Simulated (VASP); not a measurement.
Wanted: the native input for a VASP 6.6.1 run.

* Task: single point
* Functional: PBEsol
* Potentials or basis: VASP PAW PBE potentials, release 64 (Al, O)
* Cutoff: 520 eV
* k mesh: 6 × 6 × 6
* Occupations: gaussian, width 0.05 eV
* Spin: no spin polarisation
* Dipole correction: no
* Further INCAR settings: ALGO = Normal; EDIFF = 1e-06; NBANDS = 35

The structure of Al2O3 lies in POSCAR:

```
Al2O3
1.0
    2.4421693582      1.4099871363      4.1427332879
   -2.4421693582      1.4099871363      4.1427332879
    0.0000000000     -2.8199742727      4.1427332879
Al O
4 6
Direct
    0.8635618459      0.8635618459      0.8635618459
    0.6364381541      0.6364381541      0.6364381541
    0.1364381541      0.1364381541      0.1364381541
    0.3635618459      0.3635618459      0.3635618459
    0.0558571577      0.4441428423      0.7500000000
    0.7500000000      0.0558571577      0.4441428423
    0.4441428423      0.7500000000      0.0558571577
    0.9441428423      0.5558571577      0.2500000000
    0.2500000000      0.9441428423      0.5558571577
    0.5558571577      0.2500000000      0.9441428423
```

This cell differs from its parent crystal: atoms shifted along a free coordinate, c/a of the conventional cell at fixed volume 2.5445.

These files were run (other wordings do the same):

INCAR

```
PREC = Accurate ; ENCUT = 520
EDIFF = 1E-6 ; ISMEAR = 0
SIGMA = 0.05 ; LREAL = False
LASPH = True ; NELM = 100
ALGO = Normal ; ISIF = 2
LWAVE = False ; LCHARG = False
GGA = PS ; NBANDS = 35
```

KPOINTS

```
Automatic mesh
0
Gamma
  6 6 6
```

Potentials or basis: VASP PAW PBE potentials, release 64 (Al, O).

Command:

```bash
$ cat potpaw_PBE.64/Al/POTCAR potpaw_PBE.64/O/POTCAR > POTCAR
$ mpirun -np 1 vasp_std > vasp.out
```

It gave:

| Property | Result |
| --- | --- |
| Pressure | 1.1 GPa |
| Largest force | 1.792 eV/Å |
| Band gap on the k mesh | 4.99 eV |

Caveat: the stress differs along the axes, from -4 to 10 GPa; the PAW data sets were made with another functional, which shifts forces and pressure a little.

It took 52 s on 1 thread of AMD EPYC 9R45 96-Core Processor (Zen 5) (shared host), peak memory 0.24 GiB.
